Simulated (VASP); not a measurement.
# Nb (Pm-3n) in VASP: single point with LDA

Aim: the single point of Nb with LDA.

Everything below comes from runs of VASP 6.6.1. Logs are shortened: lines on timing, memory, paths and dates and some standing lists are left out, and cuts for length are marked.

### Step 1. The cell of the first run

It takes space group Pm-3n (No. 223, cubic). Conventional cell: a = 5.199 Å, b = 5.199 Å, c = 5.199 Å, α = 90.00°, β = 90.00°, γ = 90.00°. Nb (site symmetry m-3) has 12 Nb at 2.91 Å within 3.8 Å. Within 3.4 Å of Nb (site symmetry -4m2) lie 14 Nb at 2.60 to 3.18 Å.

### Step 2. Single point, LDA

File INCAR:

```
ALGO = Normal
EDIFF = 1E-6
ENCUT = 520
GGA = CA
ISIF = 2
ISMEAR = -1
LASPH = True
LCHARG = True
LELF = True
LREAL = False
LVHAR = True
LWAVE = False
NBANDS = 62
NELM = 60
PREC = Accurate
SIGMA = 0.1
```

File KPOINTS:

```
k-points
0
Gamma
  7 7 7
```

File POSCAR:

```
Nb
1.0
    5.1992549739      0.0000000000      0.0000000000
    0.0000000000      5.1992549739      0.0000000000
    0.0000000000      0.0000000000      5.1992549739
Nb
8
Direct
    1.0000000000      0.0000000000      0.0000000000
    0.5000000000      0.5000000000      0.5000000000
    0.2500000000      0.0000000000      0.5000000000
    0.7500000000      1.0000000000      0.5000000000
    0.5000000000      0.2500000000      0.0000000000
    0.5000000000      0.7500000000      1.0000000000
    0.0000000000      0.5000000000      0.2500000000
    0.0000000000      0.5000000000      0.7500000000
```

Potentials or basis: VASP PAW LDA potentials, release 64 (Nb_sv).

Launch:

```console
$ cat potpaw_LDA.64/Nb_sv/POTCAR > POTCAR
$ mpirun -np 1 vasp_std > vasp.out
```

OUTCAR:

```text
EDIFF = 1E-6
   ENCUT = 520
   GGA = CA
   ISIF = 2
   ISMEAR = -1
   LASPH = True
   LREAL = False
   NELM = 60
   PREC = Accurate

 ion  position               nearest neighbor table
   1  0.000  0.000  0.000-   3 2.91   4 2.91   5 2.91   6 2.91   7 2.91   8 2.91   3 2.91   4 2.91
                             7 2.91   8 2.91   5 2.91   6 2.91
   2  0.500  0.500  0.500-   3 2.91   4 2.91   5 2.91   6 2.91   7 2.91   8 2.91   5 2.91   6 2.91
                             3 2.91   4 2.91   7 2.91   8 2.91
   3  0.250  0.000  0.500-   4 2.60   4 2.60   1 2.91   1 2.91   2 2.91   2 2.91
   4  0.750  0.000  0.500-   3 2.60   3 2.60   1 2.91   1 2.91   2 2.91   2 2.91
   5  0.500  0.250  0.000-   6 2.60   6 2.60   1 2.91   2 2.91   2 2.91   1 2.91
   6  0.500  0.750  0.000-   5 2.60   5 2.60   1 2.91   2 2.91   2 2.91   1 2.91
   7  0.000  0.500  0.250-   8 2.60   8 2.60   1 2.91   2 2.91   1 2.91   2 2.91
   8  0.000  0.500  0.750-   7 2.60   7 2.60   1 2.91   2 2.91   1 2.91   2 2.91

  LATTYP: Found a simple cubic cell.
 ALAT       =     5.1992549739

  Lattice vectors:

 A1 = (   5.1992549739,   0.0000000000,   0.0000000000)
 A2 = (   0.0000000000,   5.1992549739,   0.0000000000)
 A3 = (   0.0000000000,   0.0000000000,   5.1992549739)

Analysis of symmetry for initial positions (statically):
=====================================================================
 Subroutine PRICEL returns:
 Original cell was already a primitive cell.

 Routine SETGRP: Setting up the symmetry group for a
 simple cubic supercell.

 Subroutine GETGRP returns: Found 48 space group operations
 (whereof 24 operations were pure point group operations)
 out of a pool of 48 trial point group operations.

The static configuration has the point symmetry T_h .
 The point group associated with its full space group is O_h .

Analysis of symmetry for dynamics (positions and initial velocities):
=====================================================================
 Subroutine PRICEL returns:
 Original cell was already a primitive cell.

 Routine SETGRP: Setting up the symmetry group for a
 simple cubic supercell.

 Subroutine GETGRP returns: Found 48 space group operations
 (whereof 24 operations were pure point group operations)
 out of a pool of 48 trial point group operations.

The dynamic configuration has the point symmetry T_h .
 The point group associated with its full space group is O_h .

 Subroutine INISYM returns: Found 48 space group operations
 (whereof 24 operations are pure point group operations),
 and found     1 'primitive' translations

----------------------------------------------------------------------------------------

                                     Primitive cell

  volume of cell :     140.5476

  direct lattice vectors                    reciprocal lattice vectors
     5.199254974  0.000000000  0.000000000     0.192335249  0.000000000  0.000000000
     0.000000000  5.199254974  0.000000000     0.000000000  0.192335249  0.000000000
     0.000000000  0.000000000  5.199254974     0.000000000  0.000000000  0.192335249

  length of vectors
     5.199254974  5.199254974  5.199254974     0.192335249  0.192335249  0.192335249

  position of ions in fractional coordinates (direct lattice)
     0.000000000  0.000000000  0.000000000
     0.500000000  0.500000000  0.500000000
     0.250000000  0.000000000  0.500000000
     0.750000000  0.000000000  0.500000000
     0.500000000  0.250000000  0.000000000
     0.500000000  0.750000000  0.000000000
     0.000000000  0.500000000  0.250000000
     0.000000000  0.500000000  0.750000000

  ion indices of the primitive-cell ions
   primitive index   ion index
                 1           1
                 2           2
                 3           3
                 4           4
                 5           5
                 6           6
                 7           7
                 8           8

----------------------------------------------------------------------------------------

 KPOINTS: k-points

Automatic generation of k-mesh.
 Grid dimensions read from file:
 generate k-points for:    7    7    7

 Generating k-lattice:

  Cartesian coordinates                     Fractional coordinates (reciprocal lattice)
     0.027476464  0.000000000  0.000000000     0.142857143  0.000000000  0.000000000
     0.000000000  0.027476464  0.000000000     0.000000000  0.142857143  0.000000000
     0.000000000  0.000000000  0.027476464     0.000000000  0.000000000  0.142857143

  Length of vectors
     0.027476464  0.027476464  0.027476464

  Shift w.r.t. Gamma in fractional coordinates (k-lattice)
     0.000000000  0.000000000  0.000000000

 Subroutine IBZKPT returns following result:
 ===========================================

 Found     20 irreducible k-points:

 Following reciprocal coordinates:
            Coordinates               Weight
  0.000000  0.000000  0.000000      1.000000
  0.142857  0.000000  0.000000      6.000000
  0.285714  0.000000  0.000000      6.000000
  0.428571  0.000000  0.000000      6.000000
  0.142857  0.142857  0.000000     12.000000
  0.285714  0.142857  0.000000     24.000000
[... 12 lines left out ...]
  0.428571  0.428571  0.285714     24.000000
  0.428571  0.428571  0.428571      8.000000
   k-points           NKPTS =     20   k-points in BZ     NKDIM =     20   number of bands    NBANDS=     62
   number of dos      NEDOS =    301   number of ions     NIONS =      8
   total plane-waves  NPLWV =  64000
   dimension x,y,z NGX =    40 NGY =   40 NGZ =   40
   dimension x,y,z NGXF=    80 NGYF=   80 NGZF=   80
   ions per type =               8
   NGX,Y,Z   is equivalent  to a cutoff of  12.79, 12.79, 12.79 a.u.
   NGXF,Y,Z  is equivalent  to a cutoff of  25.58, 25.58, 25.58 a.u.
 SYSTEM =  unknown system
   PREC   = accura    normal or accurate (medium, high low for compatibility)
   ISTART =      0    job   : 0-new  1-cont  2-samecut
   ICHARG =      2    charge: 1-file 2-atom 10-const
   ISPIN  =      1    spin polarized calculation?
   LNONCOLLINEAR =      F non collinear calculations
   LSORBIT =      F    spin-orbit coupling
   LASPH  =      T    aspherical Exc in radial PAW
   ENCUT  =  520.0 eV  38.22 Ry    6.18 a.u.   9.67  9.67  9.67*2*pi/ulx,y,z
   NELM   =     60;   NELMIN=  2; NELMDL= -5     # of ELM steps
   EDIFF  = 0.1E-05   stopping-criterion for ELM
   LREAL  =      F    real-space projection
   EDIFFG = 0.1E-04   stopping-criterion for IOM
   NSW    =      0    number of steps for IOM
   IBRION =     -1    ionic relax: 0-MD 1-quasi-New 2-CG
   NFREE  =      0    steps in history (QN), initial steepest desc. (CG)
   ISIF   =      2    stress and relaxation
   ISYM   =      2    0-nonsym 1-usesym 2-fastsym
   POTIM  = 0.5000    time-step for ionic-motion
   TEBEG  =    0.0;   TEEND  =   0.0 temperature during run
   PSTRESS=    0.0 pullay stress
   NELECT =     104.0000    total number of electrons
   NUPDOWN=      -1.0000    fix difference up-down
   EMIN   =  10.00;   EMAX   =-10.00  energy-range for DOS
   EFERMI =   0.00;   METHOD = LEGACY
   ISMEAR =    -1;   SIGMA  =   0.10  broadening in eV -4-tet -1-fermi 0-gaus
   EFERMI_NEDOS =   21; number of points for ismear=-14 and -15
   IALGO  =     38    algorithm
   IMIX   =      4    mixing-type and parameters
     AMIX     =   0.40;   BMIX     =  1.00
     AMIX_MAG =   1.60;   BMIX_MAG =  1.00
  volume/ion in A,a.u.               =      17.57       118.56
  Fermi-wavevector in a.u.,A,eV,Ry     =   1.480738  2.798189 29.831922  2.192584
  Thomas-Fermi vector in A             =   2.594735
   LORBIT       =      0    0 simple, 1 ext, 2 COOP (PROOUT), +10 PAW based schemes
   GGA     = CA    functional components
   LHFCALC =     F    Hartree Fock is set to
   AEXX    =    0.0000 exact exchange contribution
   IVDW    =     0    specifies the selected vdW correction
   LEPSILON=     F    determine dielectric tensor
   LRPA    =     F    only Hartree local field effects (RPA)
 non-spin polarized calculation
  energy-cutoff  :      520.00
  volume of cell :      140.55
 maximum number of plane-waves:      3807
 NGX is ok and might be reduce to    40
   NGX = 19   NGY = 19   NGZ = 19

 number of electron     104.0000010 magnetization

 Free energy of the ion-electron system (eV)
  ---------------------------------------------------
  ext. energy  EPLUGINS =         0.00000000
  ---------------------------------------------------
  free energy    TOTEN  =       -89.22629471 eV

  energy without entropy =      -88.86219354  energy(sigma->0) =      -89.04424412

 E-fermi :  11.4356     XC(G=0): -12.8351

 val. band max:       11.4351720372   @ k =   0.4286   0.2857   0.2857
 cond. band min:      11.4366666280   @ k =   0.4286   0.0000   0.0000
 fundamental gap:      0.0014945907
 Fermi energy:        11.4356259813

 k-point     1 :       0.0000    0.0000    0.0000
  band No.  band energies     occupation
      1     -42.7625      2.00000
      2     -42.5941      2.00000
      3     -42.5941      2.00000
      4     -42.4496      2.00000
      5     -42.3713      2.00000
      6     -42.3266      2.00000
[... 54 lines left out ...]
     61      14.0331      0.00000
     62      14.1079      0.00000

 k-point     2 :       0.1429    0.0000    0.0000
  band No.  band energies     occupation
      1     -42.7514      2.00000
      2     -42.5979      2.00000
      3     -42.5845      2.00000
      4     -42.4530      2.00000
      5     -42.3748      2.00000
      6     -42.3378      2.00000
[... 54 lines left out ...]
     61      13.9347      0.00000
     62      14.1509      0.00000

 k-point     3 :       0.2857    0.0000    0.0000
  band No.  band energies     occupation
      1     -42.7214      2.00000
      2     -42.6123      2.00000
      3     -42.5575      2.00000
      4     -42.4623      2.00000
      5     -42.3838      2.00000
      6     -42.3652      2.00000
[... 1094 lines left out ...]
     61      14.2677      0.00000
     62      14.4404      0.00000

 k-point    20 :       0.4286    0.4286    0.4286
  band No.  band energies     occupation
      1     -42.5298      2.00000
      2     -42.5081      2.00000
      3     -42.5081      2.00000
      4     -42.4677      2.00000
      5     -42.4474      2.00000
      6     -42.4474      2.00000
[... 54 lines left out ...]
     61      14.4242      0.00000
     62      14.4504      0.00000

------------------------ aborting loop because EDIFF is reached ----------------------------------------

  FORCE on cell =-STRESS in cart. coord.  units (eV):
  Direction    XX          YY          ZZ          XY          YZ          ZX
  --------------------------------------------------------------------------------------
  -------------------------------------------------------------------------------------
  Total       -0.1091756     -0.1091756     -0.1091756     -0.0000000     -0.0000000     -0.0000000
  in kB       -1.2445517     -1.2445517     -1.2445517     -0.0000000     -0.0000000     -0.0000000
  external PRESSURE =      -1.2445517 kB  Pullay stress =       0.0000000 kB

 VOLUME and BASIS-vectors are now :
 -----------------------------------------------------------------------------
  energy-cutoff  :      520.00
  volume of cell :      140.55
      direct lattice vectors                 reciprocal lattice vectors
     5.199254974  0.000000000  0.000000000     0.192335249  0.000000000  0.000000000
     0.000000000  5.199254974  0.000000000     0.000000000  0.192335249  0.000000000
     0.000000000  0.000000000  5.199254974     0.000000000  0.000000000  0.192335249

 POSITION                                       TOTAL-FORCE (eV/Angst)
 -----------------------------------------------------------------------------------
      0.00000      0.00000      0.00000         0.000000     -0.000000     -0.000000
      2.59963      2.59963      2.59963         0.000000     -0.000000     -0.000000
      1.29981      0.00000      2.59963         0.000000     -0.000000     -0.000000
      3.89944      0.00000      2.59963        -0.000000      0.000000      0.000000
      2.59963      1.29981      0.00000         0.000000     -0.000000     -0.000000
      2.59963      3.89944      0.00000        -0.000000     -0.000000      0.000000
      0.00000      2.59963      1.29981         0.000000     -0.000000      0.000000
      0.00000      2.59963      3.89944        -0.000000      0.000000     -0.000000
 -----------------------------------------------------------------------------------
    total drift:                                0.000000     -0.000000      0.000000

  FREE ENERGIE OF THE ION-ELECTRON SYSTEM (eV)
  ---------------------------------------------------
  free  energy   TOTEN  =       -89.2262947118 eV

  energy  without entropy=      -88.8621935353  energy(sigma->0) =      -89.04424412
```

Wall time 3.5 min (1 thread of Intel Xeon Platinum 8259CL at 2.50GHz (Skylake/Cascade Lake), shared host); peak memory 0.26 GiB.

What came out:

```
Free energy            : -89.2263 eV
Pressure               : -0.1 GPa
Band gap on the k mesh : zero (bands 52 and 53 overlap by 0.37 eV)
```

Levels at points of the mesh, in eV from the Fermi level:
```
           k point  band 49  band 50  band 51  band 52  band 53  band 54  band 55  band 56
(0.00, 0.00, 0.00)    -0.69    -0.23    -0.23    -0.16    -0.16    -0.16     0.54     0.54
```
